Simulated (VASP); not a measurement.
# MgS (F-43m) in VASP: notebook

MgS is run at these levels: PBE0; tasks: single point.

Program: VASP 6.6.1. These are calculated values, not measurements. Logs are shortened: lines on timing, memory, paths and dates and some standing lists are left out, and cuts for length are marked.

## (1) The cell of the first run

It takes space group F-43m (No. 216, cubic). The conventional cell has a = 5.666 Å, b = 5.666 Å, c = 5.666 Å, α = 90.00°, β = 90.00°, γ = 90.00°. S (site symmetry -43m) has 4 Mg at 2.45 Å within 3.2 Å. Within 3.2 Å of Mg (site symmetry -43m) lie 4 S at 2.45 Å.

## (2) Single point, PBE0

Input file POSCAR:

```
MgS
1.0
    0.0000000000      2.8331200468      2.8331200468
    2.8331200468      0.0000000000      2.8331200468
    2.8331200468      2.8331200468      0.0000000000
S Mg
1 1
Direct
    0.2500000000      0.2500000000      0.2500000000
    0.0000000000      0.0000000000      0.0000000000
```

Input file INCAR.step1:

```
SYSTEM = MgS
PREC = Accurate
ENCUT = 520
EDIFF = 1E-5
ISMEAR = -1
SIGMA = 0.05
LREAL = .False.
LASPH = .True.
NELM = 60
ALGO = Normal
ISIF = 2
LWAVE = .True.
LCHARG = .False.
GGA = PE
NBANDS = 11
```

Input file INCAR.step2:

```
SYSTEM = MgS
PREC = Accurate
ENCUT = 520
EDIFF = 1E-6
ISMEAR = -1
SIGMA = 0.05
LREAL = .False.
LASPH = .True.
NELM = 60
ALGO = Normal
ISIF = 2
LWAVE = .False.
LCHARG = .False.
GGA = PE
LHFCALC = .True.
AEXX = 0.25
PRECFOCK = Normal
ISTART = 1
NBANDS = 11
```

Input file KPOINTS:

```
Automatic mesh
0
Gamma
  4 4 4
  0 0 0
```

Potentials or basis: VASP PAW PBE potentials, release 64 (S, Mg).

The run is started by

```console
cat potpaw_PBE.64/S/POTCAR potpaw_PBE.64/Mg/POTCAR > POTCAR
cp INCAR.step1 INCAR
mpirun -np 1 vasp_std > vasp.out
cp INCAR.step2 INCAR
mpirun -np 1 vasp_std > vasp.out
```

OUTCAR:

```text
SYSTEM = MgS
   PREC = Accurate
   ENCUT = 520
   EDIFF = 1E-6
   ISMEAR = -1
   LREAL = .False.
   LASPH = .True.
   NELM = 60
   ISIF = 2
   GGA = PE
   LHFCALC = .True.
   AEXX = 0.25
   PRECFOCK = Normal
   ISTART = 1

 ion  position               nearest neighbor table
   1  0.250  0.250  0.250-   2 2.45   2 2.45   2 2.45   2 2.45
   2  0.000  0.000  0.000-   1 2.45   1 2.45   1 2.45   1 2.45

  LATTYP: Found a face centered cubic cell.
 ALAT       =     5.6662400936

  Lattice vectors:

 A1 = (   0.0000000000,   2.8331200468,   2.8331200468)
 A2 = (   2.8331200468,   0.0000000000,   2.8331200468)
 A3 = (   2.8331200468,   2.8331200468,   0.0000000000)

Analysis of symmetry for initial positions (statically):
=====================================================================
 Subroutine PRICEL returns:
 Original cell was already a primitive cell.

 Routine SETGRP: Setting up the symmetry group for a
 face centered cubic supercell.

 Subroutine GETGRP returns: Found 24 space group operations
 (whereof 24 operations were pure point group operations)
 out of a pool of 48 trial point group operations.

The static configuration has the point symmetry T_d .

Analysis of symmetry for dynamics (positions and initial velocities):
=====================================================================
 Subroutine PRICEL returns:
 Original cell was already a primitive cell.

 Routine SETGRP: Setting up the symmetry group for a
 face centered cubic supercell.

 Subroutine GETGRP returns: Found 24 space group operations
 (whereof 24 operations were pure point group operations)
 out of a pool of 48 trial point group operations.

The dynamic configuration has the point symmetry T_d .

 Subroutine INISYM returns: Found 24 space group operations
 (whereof 24 operations are pure point group operations),
 and found     1 'primitive' translations

----------------------------------------------------------------------------------------

                                     Primitive cell

  volume of cell :      45.4805

  direct lattice vectors                    reciprocal lattice vectors
     0.000000000  2.833120047  2.833120047    -0.176483874  0.176483874  0.176483874
     2.833120047  0.000000000  2.833120047     0.176483874 -0.176483874  0.176483874
     2.833120047  2.833120047  0.000000000     0.176483874  0.176483874 -0.176483874

  length of vectors
     4.006636794  4.006636794  4.006636794     0.305679036  0.305679036  0.305679036

  position of ions in fractional coordinates (direct lattice)
     0.250000000  0.250000000  0.250000000
     0.000000000  0.000000000  0.000000000

  ion indices of the primitive-cell ions
   primitive index   ion index
                 1           1
                 2           2

----------------------------------------------------------------------------------------

 KPOINTS: Automatic mesh

Automatic generation of k-mesh.
 Grid dimensions read from file:
 generate k-points for:    4    4    4

 Generating k-lattice:

  Cartesian coordinates                     Fractional coordinates (reciprocal lattice)
    -0.044120968  0.044120968  0.044120968     0.250000000  0.000000000  0.000000000
     0.044120968 -0.044120968  0.044120968     0.000000000  0.250000000  0.000000000
     0.044120968  0.044120968 -0.044120968     0.000000000  0.000000000  0.250000000

  Length of vectors
     0.076419759  0.076419759  0.076419759

  Shift w.r.t. Gamma in fractional coordinates (k-lattice)
     0.000000000  0.000000000  0.000000000

 Subroutine IBZKPT returns following result:
 ===========================================

 Found      8 irreducible k-points:

 Following reciprocal coordinates:
            Coordinates               Weight
  0.000000  0.000000  0.000000      1.000000
  0.250000  0.000000  0.000000      8.000000
  0.500000  0.000000  0.000000      4.000000
  0.250000  0.250000  0.000000      6.000000
  0.500000  0.250000  0.000000     24.000000
 -0.250000  0.250000  0.000000     12.000000
  0.500000  0.500000  0.000000      3.000000
 -0.250000  0.500000  0.250000      6.000000
   k-points           NKPTS =      8   k-points in BZ     NKDIM =     64   number of bands    NBANDS=     11
   number of dos      NEDOS =    301   number of ions     NIONS =      2
   total plane-waves  NPLWV =  27000
   dimension x,y,z NGX =    30 NGY =   30 NGZ =   30
   dimension x,y,z NGXF=    60 NGYF=   60 NGZF=   60
   ions per type =               1   1
   NGX,Y,Z   is equivalent  to a cutoff of  12.45, 12.45, 12.45 a.u.
   NGXF,Y,Z  is equivalent  to a cutoff of  24.90, 24.90, 24.90 a.u.
 SYSTEM =  MgS
   PREC   = accura    normal or accurate (medium, high low for compatibility)
   ISTART =      1    job   : 0-new  1-cont  2-samecut
   ICHARG =      0    charge: 1-file 2-atom 10-const
   ISPIN  =      1    spin polarized calculation?
   LNONCOLLINEAR =      F non collinear calculations
   LSORBIT =      F    spin-orbit coupling
   LASPH  =      T    aspherical Exc in radial PAW
   ENCUT  =  520.0 eV  38.22 Ry    6.18 a.u.   7.45  7.45  7.45*2*pi/ulx,y,z
   NELM   =     60;   NELMIN=  2; NELMDL=  0     # of ELM steps
   EDIFF  = 0.1E-05   stopping-criterion for ELM
   LREAL  =      F    real-space projection
   EDIFFG = 0.1E-04   stopping-criterion for IOM
   NSW    =      0    number of steps for IOM
   IBRION =     -1    ionic relax: 0-MD 1-quasi-New 2-CG
   NFREE  =      0    steps in history (QN), initial steepest desc. (CG)
   ISIF   =      2    stress and relaxation
   ISYM   =      3    0-nonsym 1-usesym 2-fastsym
   POTIM  = 0.5000    time-step for ionic-motion
   TEBEG  =    0.0;   TEEND  =   0.0 temperature during run
   PSTRESS=    0.0 pullay stress
   NELECT =       8.0000    total number of electrons
   NUPDOWN=      -1.0000    fix difference up-down
   EMIN   =  10.00;   EMAX   =-10.00  energy-range for DOS
   EFERMI =   0.00;   METHOD = LEGACY
   ISMEAR =    -1;   SIGMA  =   0.05  broadening in eV -4-tet -1-fermi 0-gaus
   EFERMI_NEDOS =   21; number of points for ismear=-14 and -15
   IALGO  =     38    algorithm
   IMIX   =      1    mixing-type and parameters
     AMIX     =   0.40;   BMIX     =  1.00
     AMIX_MAG =   1.60;   BMIX_MAG =  1.00
  volume/ion in A,a.u.               =      22.74       153.46
  Fermi-wavevector in a.u.,A,eV,Ry     =   0.917269  1.733386 11.447692  0.841382
  Thomas-Fermi vector in A             =   2.042218
   LORBIT       =      0    0 simple, 1 ext, 2 COOP (PROOUT), +10 PAW based schemes
   GGA     = PE    functional components
   LHFCALC =     T    Hartree Fock is set to
   PRECFOCK=normal    Normal, Fast or Accurate (Low or Medium for compatibility)
   ENCUT4O =  -1.0   cutoff for four orbital integrals eV
   NKREDX  =     1    reduce k-point grid by
   NKREDY  =     1    reduce k-point grid by
   NKREDZ  =     1    reduce k-point grid by
   AEXX    =    0.2500 exact exchange contribution
   HFSCREEN=    0.0000 screening length (either q_TF or 0.3 A-1)
   HFSCREENC=   0.0000 screening length for correlation (either q_TF or 0.3 A-1)
   ENCUTFOCK=  -1.0 apply spherical cutoff to Coloumb kernel
   IVDW    =     0    specifies the selected vdW correction
   LEPSILON=     F    determine dielectric tensor
   LRPA    =     F    only Hartree local field effects (RPA)
 non-spin polarized calculation
  energy-cutoff  :      520.00
  volume of cell :       45.48
 maximum number of plane-waves:      1243
 NGX is ok and might be reduce to    30
  NGX = 24; NGY = 24; NGZ = 24

 number of electron       8.0000001 magnetization

 Free energy of the ion-electron system (eV)
  ---------------------------------------------------
  ext. energy  EPLUGINS =         0.00000000
  ---------------------------------------------------
  free energy    TOTEN  =       -10.40829876 eV

  energy without entropy =      -10.40829876  energy(sigma->0) =      -10.40829876

 E-fermi :   0.9918     XC(G=0):  -6.6339

 val. band max:       -0.0795453371   @ k =   0.0000   0.0000   0.0000
 cond. band min:       5.1541893678   @ k =   0.0000   0.0000   0.0000
 fundamental gap:      5.2337347049
 Fermi energy:         0.9917892190

 k-point     1 :       0.0000    0.0000    0.0000
  band No.  band energies     occupation
      1     -12.5265      2.00000
      2      -0.0795      2.00000
      3      -0.0795      2.00000
      4      -0.0795      2.00000
      5       5.1542      0.00000
      6       9.8765      0.00000
      7       9.8765      0.00000
      8       9.8765      0.00000
      9      12.9041      0.00000
     10      12.9041      0.00000
     11      15.6969      0.00000

 k-point     2 :       0.2500    0.0000    0.0000
  band No.  band energies     occupation
      1     -12.1814      2.00000
      2      -2.0683      2.00000
      3      -0.2693      2.00000
      4      -0.2693      2.00000
      5       6.7361      0.00000
      6       9.7003      0.00000
      7      10.0913      0.00000
      8      10.0913      0.00000
      9      12.4531      0.00000
     10      12.4531      0.00000
     11      14.1619      0.00000

 k-point     3 :       0.5000    0.0000    0.0000
  band No.  band energies     occupation
      1     -11.7763      2.00000
      2      -3.4995      2.00000
      3      -0.4405      2.00000
      4      -0.4405      2.00000
      5       6.8933      0.00000
      6       9.5166      0.00000
      7       9.5166      0.00000
      8      10.5005      0.00000
      9      14.9024      0.00000
     10      15.4001      0.00000
     11      15.4001      0.00000

 k-point     4 :       0.2500    0.2500    0.0000
  band No.  band energies     occupation
      1     -12.0679      2.00000
      2      -1.9425      2.00000
      3      -0.7000      2.00000
      4      -0.7000      2.00000
      5       6.8876      0.00000
      6       8.3694      0.00000
      7      10.3289      0.00000
      8      11.5069      0.00000
      9      11.5069      0.00000
     10      13.9959      0.00000
     11      17.6032      0.00000

 k-point     5 :       0.5000    0.2500    0.0000
  band No.  band energies     occupation
      1     -11.6621      2.00000
      2      -2.9609      2.00000
      3      -1.5023      2.00000
      4      -0.8591      2.00000
      5       6.9295      0.00000
      6       8.8474      0.00000
      7      10.4809      0.00000
      8      11.2910      0.00000
      9      13.7261      0.00000
     10      15.5883      0.00000
     11      16.8531      0.00000

 k-point     6 :      -0.2500    0.2500    0.0000
  band No.  band energies     occupation
      1     -11.7963      2.00000
      2      -2.7056      2.00000
      3      -1.5911      2.00000
      4      -0.4583      2.00000
      5       8.2013      0.00000
      6       8.6633      0.00000
      7       9.8976      0.00000
      8      10.6643      0.00000
      9      12.0363      0.00000
     10      15.4225      0.00000
     11      16.5089      0.00000

 k-point     7 :       0.5000    0.5000    0.0000
  band No.  band energies     occupation
      1     -11.5337      2.00000
      2      -3.1517      2.00000
      3      -1.2155      2.00000
      4      -1.2155      2.00000
      5       5.5101      0.00000
      6       7.4271      0.00000
      7      13.3058      0.00000
      8      14.4330      0.00000
      9      14.4330      0.00000
     10      16.1912      0.00000
     11      16.1914      0.00000

 k-point     8 :      -0.2500    0.5000    0.2500
  band No.  band energies     occupation
      1     -11.5242      2.00000
      2      -2.5748      2.00000
      3      -2.0786      2.00000
      4      -1.5058      2.00000
      5       7.2396      0.00000
      6       9.9389      0.00000
      7      10.0540      0.00000
      8      10.4781      0.00000
      9      14.8194      0.00000
     10      15.9126      0.00000
     11      16.1774      0.00000

------------------------ aborting loop because EDIFF is reached ----------------------------------------

  FORCE on cell =-STRESS in cart. coord.  units (eV):
  Direction    XX          YY          ZZ          XY          YZ          ZX
  --------------------------------------------------------------------------------------
  -------------------------------------------------------------------------------------
  Total       -0.0934731     -0.0934731     -0.0934731     -0.0000000      0.0000000     -0.0000000
  in kB       -3.2928512     -3.2928512     -3.2928512     -0.0000000      0.0000000     -0.0000000
  external PRESSURE =      -3.2928512 kB  Pullay stress =       0.0000000 kB

 VOLUME and BASIS-vectors are now :
 -----------------------------------------------------------------------------
  energy-cutoff  :      520.00
  volume of cell :       45.48
      direct lattice vectors                 reciprocal lattice vectors
     0.000000000  2.833120047  2.833120047    -0.176483874  0.176483874  0.176483874
     2.833120047  0.000000000  2.833120047     0.176483874 -0.176483874  0.176483874
     2.833120047  2.833120047  0.000000000     0.176483874  0.176483874 -0.176483874

 POSITION                                       TOTAL-FORCE (eV/Angst)
 -----------------------------------------------------------------------------------
      1.41656      1.41656      1.41656         0.000000      0.000000      0.000000
      0.00000      0.00000      0.00000        -0.000000     -0.000000     -0.000000
 -----------------------------------------------------------------------------------
    total drift:                               -0.000002      0.000001      0.000000

  FREE ENERGIE OF THE ION-ELECTRON SYSTEM (eV)
  ---------------------------------------------------
  free  energy   TOTEN  =       -10.4082987583 eV

  energy  without entropy=      -10.4082987582  energy(sigma->0) =      -10.40829876
```

Wall time 81 s (1 thread of Intel Xeon Platinum 8488C (Sapphire Rapids), shared host); peak memory 0.17 GiB.

What came out:

```yaml
Free_energy: -10.4083 eV
Pressure: -0.3 GPa
Band_gap_on_the_k_mesh: 5.23 eV, direct
```

Levels at points of the mesh, in eV from the valence-band top:
```tsv
k point	band 1	band 2	band 3	band 4	band 5	band 6	band 7	band 8	band 9
(0.00, 0.00, 0.00)	-12.45	0.00	0.00	0.00	5.23	9.96	9.96	9.96	12.98
(0.50, 0.00, 0.00)	-11.70	-3.42	-0.36	-0.36	6.97	9.60	9.60	10.58	14.98
(0.50, 0.50, 0.00)	-11.45	-3.07	-1.14	-1.14	5.59	7.51	13.39	14.51	14.51
```

Caveat: the k points lie up to 0.48 Å⁻¹ apart; the PAW data sets were made with another functional, which shifts forces and pressure a little. A k mesh can miss the band edges.

(Part 1 of 2 ends here.)
